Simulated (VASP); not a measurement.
# Te (P3_121) in VASP: further runs, part 2 of 4

VASP 6.6.1.

## 3. Electric field gradients, LDA (31.95 Å³/atom)

File INCAR:

```
  PREC = Accurate
  ENCUT = 520
  EDIFF = 1E-8
  ISMEAR = -1
  SIGMA = 0.08
  LREAL = False
  LASPH = True
  NELM = 100
  ALGO = Normal
  ISIF = 2
  LWAVE = False
  LCHARG = False
  GGA = CA
  LEFG = True
  NBANDS = 16
```

File KPOINTS:

```
Automatic mesh
0
Gamma
  9 9 6
```

File POSCAR:

```
Te
1.0
    4.3669943424      0.0000000000      0.0000000000
   -2.1834971712      3.7819280387      0.0000000000
    0.0000000000      0.0000000000      5.8040476941
Te
3
Direct
    0.7450000000      0.0000000000      0.3333333333
    0.0000000000      0.7450000000      0.6666666667
    0.2550000000      0.2550000000      0.0000000000
```

Potentials or basis: VASP PAW LDA potentials, release 64 (Te).

Started as:

```sh
> cat potpaw_LDA.64/Te/POTCAR > POTCAR
> mpirun -np 1 vasp_std > vasp.out
```

OUTCAR:

```text
PREC = Accurate
   ENCUT = 520
   EDIFF = 1E-8
   ISMEAR = -1
   LREAL = False
   LASPH = True
   NELM = 100
   ISIF = 2
   GGA = CA

 ion  position               nearest neighbor table
   1  0.745  0.000  0.333-   3 2.73   2 2.73   3 3.46   3 3.46   2 3.46   2 3.46
   2  0.000  0.745  0.667-   3 2.73   1 2.73   3 3.46   3 3.46   1 3.46   1 3.46
   3  0.255  0.255  0.000-   2 2.73   1 2.73   1 3.46   2 3.46   2 3.46   1 3.46

  LATTYP: Found a hexagonal cell.
 ALAT       =     4.3669943424
 C/A-ratio  =     1.3290714938

  Lattice vectors:

 A1 = (   4.3669943424,   0.0000000000,   0.0000000000)
 A2 = (  -2.1834971712,   3.7819280387,   0.0000000000)
 A3 = (   0.0000000000,   0.0000000000,   5.8040476941)

Analysis of symmetry for initial positions (statically):
=====================================================================
 Subroutine PRICEL returns:
 Original cell was already a primitive cell.

 Routine SETGRP: Setting up the symmetry group for a
 hexagonal supercell.

 Subroutine GETGRP returns: Found  6 space group operations
 (whereof  2 operations were pure point group operations)
 out of a pool of 24 trial point group operations.

The static configuration has the point symmetry C_2 .
 The point group associated with its full space group is D_3 .

Analysis of symmetry for dynamics (positions and initial velocities):
=====================================================================
 Subroutine PRICEL returns:
 Original cell was already a primitive cell.

 Routine SETGRP: Setting up the symmetry group for a
 hexagonal supercell.

 Subroutine GETGRP returns: Found  6 space group operations
 (whereof  2 operations were pure point group operations)
 out of a pool of 24 trial point group operations.

The dynamic configuration has the point symmetry C_2 .
 The point group associated with its full space group is D_3 .

 Subroutine INISYM returns: Found  6 space group operations
 (whereof  2 operations are pure point group operations),
 and found     1 'primitive' translations

----------------------------------------------------------------------------------------

                                     Primitive cell

  volume of cell :      95.8577

  direct lattice vectors                    reciprocal lattice vectors
     4.366994342  0.000000000  0.000000000     0.228990450  0.132207698  0.000000000
    -2.183497171  3.781928039  0.000000000     0.000000000  0.264415396  0.000000000
     0.000000000  0.000000000  5.804047694     0.000000000  0.000000000  0.172293553

  length of vectors
     4.366994342  4.366994342  5.804047694     0.264415396  0.264415396  0.172293553

  position of ions in fractional coordinates (direct lattice)
     0.745000000  0.000000000  0.333333333
     0.000000000  0.745000000  0.666666667
     0.255000000  0.255000000  0.000000000

  ion indices of the primitive-cell ions
   primitive index   ion index
[... 83 lines left out ...]
   POTIM  = 0.5000    time-step for ionic-motion
   TEBEG  =    0.0;   TEEND  =   0.0 temperature during run
   PSTRESS=    0.0 pullay stress
   NELECT =      18.0000    total number of electrons
   NUPDOWN=      -1.0000    fix difference up-down
   EMIN   =  10.00;   EMAX   =-10.00  energy-range for DOS
   EFERMI =   0.00;   METHOD = LEGACY
   ISMEAR =    -1;   SIGMA  =   0.08  broadening in eV -4-tet -1-fermi 0-gaus
   EFERMI_NEDOS =   21; number of points for ismear=-14 and -15
   IALGO  =     38    algorithm
   IMIX   =      4    mixing-type and parameters
     AMIX     =   0.40;   BMIX     =  1.00
     AMIX_MAG =   1.60;   BMIX_MAG =  1.00
  volume/ion in A,a.u.               =      31.95       215.63
  Fermi-wavevector in a.u.,A,eV,Ry     =   0.937469  1.771559 11.957443  0.878847
  Thomas-Fermi vector in A             =   2.064583
   LORBIT       =      0    0 simple, 1 ext, 2 COOP (PROOUT), +10 PAW based schemes
   GGA     = CA    functional components
   LHFCALC =     F    Hartree Fock is set to
   AEXX    =    0.0000 exact exchange contribution
   IVDW    =     0    specifies the selected vdW correction
   LEPSILON=     F    determine dielectric tensor
   LRPA    =     F    only Hartree local field effects (RPA)
 non-spin polarized calculation
  energy-cutoff  :      520.00
  volume of cell :       95.86
 maximum number of plane-waves:      2600
   NGX = 17   NGY = 17   NGZ = 21

 number of electron      18.0000000 magnetization

 Free energy of the ion-electron system (eV)
  ---------------------------------------------------
  ext. energy  EPLUGINS =         0.00000000
  ---------------------------------------------------
  free energy    TOTEN  =       -11.23466706 eV

  energy without entropy =      -11.23249970  energy(sigma->0) =      -11.23358338

 E-fermi :   6.7135     XC(G=0):  -9.5345

 val. band max:        6.6726103059   @ k =   0.3333   0.3333   0.5000
 cond. band min:       7.1305540254   @ k =   0.0000   0.0000   0.5000
 fundamental gap:      0.4579437195
 Fermi energy:         6.7134905950

 k-point     1 :       0.0000    0.0000    0.0000
  band No.  band energies     occupation
      1      -7.7024      2.00000
      2      -4.0094      2.00000
      3      -4.0094      2.00000
      4       3.1996      2.00000
      5       3.6057      2.00000
      6       3.6057      2.00000
[... 433 lines left out ...]
      3      -3.3480      2.00000
      4       1.6023      2.00000
      5       2.0919      2.00000
      6       3.2444      2.00000
[... 8 lines left out ...]
     15      13.0069      0.00000
     16      13.4830      0.00000

 [... further k-points ...]

------------------------ aborting loop because EDIFF is reached ----------------------------------------

  FORCE on cell =-STRESS in cart. coord.  units (eV):
  Direction    XX          YY          ZZ          XY          YZ          ZX
  --------------------------------------------------------------------------------------
  -------------------------------------------------------------------------------------
  Total        1.5323691      1.5323691      3.1704551     -0.0000000      0.0000000      0.0000000
  in kB       25.6122131     25.6122131     52.9913926     -0.0000000      0.0000000      0.0000000
  external PRESSURE =      34.7386063 kB  Pullay stress =       0.0000000 kB

 VOLUME and BASIS-vectors are now :
 -----------------------------------------------------------------------------
  energy-cutoff  :      520.00
  volume of cell :       95.86
      direct lattice vectors                 reciprocal lattice vectors
     4.366994342  0.000000000  0.000000000     0.228990450  0.132207698  0.000000000
    -2.183497171  3.781928039  0.000000000     0.000000000  0.264415396  0.000000000
     0.000000000  0.000000000  5.804047694     0.000000000  0.000000000  0.172293553

 POSITION                                       TOTAL-FORCE (eV/Angst)
 -----------------------------------------------------------------------------------
      3.25341      0.00000      1.93468        -0.992558     -0.000000     -0.000000
     -1.62671      2.81754      3.86937         0.496279     -0.859580      0.000000
      0.55679      0.96439      0.00000         0.496279      0.859580      0.000000
 -----------------------------------------------------------------------------------
    total drift:                               -0.000000     -0.000000      0.000000

  FREE ENERGIE OF THE ION-ELECTRON SYSTEM (eV)
  ---------------------------------------------------
  free  energy   TOTEN  =       -11.2346670634 eV

  energy  without entropy=      -11.2324997001  energy(sigma->0) =      -11.23358338

 Electric field gradients (V/A^2)
---------------------------------------------------------------------
 ion       V_xx      V_yy      V_zz      V_xy      V_xz      V_yz
---------------------------------------------------------------------
   1     164.587  -391.907   227.320    -0.000    -0.000  -332.181
   2    -252.784    25.463   227.320  -240.969   287.677   166.090
   3    -252.784    25.463   227.320   240.969  -287.677   166.090
---------------------------------------------------------------------

 Electric field gradients after diagonalization (V/A^2)
 (convention: |V_zz| > |V_xx| > |V_yy|)
----------------------------------------------------------------------
 ion       V_xx      V_yy      V_zz     asymmetry (V_yy - V_xx)/ V_zz
----------------------------------------------------------------------
   1     371.804   164.587  -536.391       0.386
   2     371.804   164.587  -536.391       0.386
   3     371.804   164.587  -536.391       0.386
----------------------------------------------------------------------

           NMR quadrupolar parameters

 Cq : quadrupolar parameter    Cq=e*Q*V_zz/h
 eta: asymmetry parameters     (V_yy - V_xx)/ V_zz
 Q  : nuclear electric quadrupole moment in mb (millibarn)
----------------------------------------------------------------------
 ion       Cq(MHz)       eta       Q (mb)
----------------------------------------------------------------------
   1      -1.297       0.386       1.000
   2      -1.297       0.386       1.000
   3      -1.297       0.386       1.000
----------------------------------------------------------------------
```

Run time: 88 s. Hardware: 1 thread of AMD EPYC 9R14 (Zen 4), shared host; peak memory 0.19 GiB.

Results:

```
Free energy                             : -11.2347 eV
Pressure                                : 3.5 GPa
Largest force                           : 0.993 eV/Å
Largest electric field gradient by atom : Te -536.4 V/Å²
```

Forces on the atoms (eV/Å):
```
Te  -0.993  0.000  0.000
Te   0.496 -0.860  0.000
Te   0.496  0.860  0.000
```

Electric field gradients, principal values (V/Å²):
```tsv
atom	least	middle	greatest (by size)
1 Te	164.587	371.804	-536.391
2 Te	164.587	371.804	-536.391
3 Te	164.587	371.804	-536.391
```

Caveat: the cell stands under pressure; without QUAD_EFG the Cq values of the log hold for a quadrupole moment of 1 mb, not for the nuclei; spin-orbit coupling is left out, which moves the levels of the heavy elements.

(Part 2 of 4 ends here.)
